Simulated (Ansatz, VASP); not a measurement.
# SnTe: VASP beside Ansatz

The input INCAR:

```
SYSTEM = SnTe
PREC     = Accurate       ! precision mode
ENCUT    = 520            ! plane-wave cutoff, eV
EDIFF    = 1E-6           ! SCF threshold, eV
ISMEAR   = -1             ! smearing method
SIGMA    = 0.02           ! smearing width, eV
LREAL    = .FALSE.        ! projectors in reciprocal space
LASPH    = .TRUE.         ! aspherical terms in the spheres
NELM     = 60             ! most SCF steps
ALGO     = Normal         ! electronic algorithm
ISIF     = 2              ! what is computed and relaxed
LWAVE    = .FALSE.        ! write WAVECAR
LCHARG   = .FALSE.        ! write CHGCAR
GGA      = PE             ! functional
NBANDS   = 17             ! bands
```

File KPOINTS:

```
regular mesh
0
G
  8 8 8
  0 0 0
```

File POSCAR:

```
SnTe
1.0
    0.0000000000      3.0623949932      3.2053323446
    3.0623949932      0.0000000000      3.2053323446
    3.0623949932      3.0623949932      0.0000000000
Sn Te
1 1
Direct
    0.0000000000      0.0000000000      0.0000000000
    0.5000000000      0.5000000000      0.5000000000
```

Input for Ansatz:

```yaml
crystal:
  lattice:
    - [0.0, 3.0623949932, 3.2053323446]
    - [3.0623949932, 0.0, 3.2053323446]
    - [3.0623949932, 3.0623949932, 0.0]
  atoms:
    - { symbol: Sn, position: [0.0, 0.0, 0.0] }
    - { symbol: Te, position: [0.5, 0.5, 0.5] }
kpoints:
  mp_grid: { grid: [8, 8, 8] }
  band_path:
    path:
      - [0.0, 0.0, 0.0]
      - [0.5, 0.0, 0.5]
      - [0.625, 0.25, 0.625]
      - [0.375, 0.375, 0.75]
      - [0.5, 0.5, 0.5]
      - [0.5, 0.25, 0.75]
    npoints: 1
hamiltonian:
  xc: pbe
scf:
  occupations: { method: fermi_dirac, width: 0.02 }
  n_extra_bands: 4
output:
  forces: true
  stress: true
  eigenvalues: true
```

Change from the starting cell: epitaxial_xy strain -4.0%.

Alike in both runs: task single point; functional PBE; k mesh 8 × 8 × 8; occupations fermi-dirac, width 0.02 eV; no spin polarisation.

```csv
,VASP,Ansatz
version,VASP 6.6.1,Ansatz 0.2.0
potentials or method,"VASP PAW PBE potentials, release 64 (Sn_d, Te)","plane waves, PAW"
plane-wave cutoff (eV),520,420
valence electrons in the cell,20,30
```

|  | VASP | Ansatz | Ansatz less VASP |
| --- | --- | --- | --- |
| pressure (GPa) | 4.8 | 4.8 | +0.03 |
| traceless stress, the component that is largest in VASP (GPa) | -4.34 | -4.33 | +0.009 |

VASP's potentials hold 20 valence electrons a cell and Ansatz's 30, so a difference there can come from the potentials and not from the codes.

Neither program's run includes spin-orbit coupling.
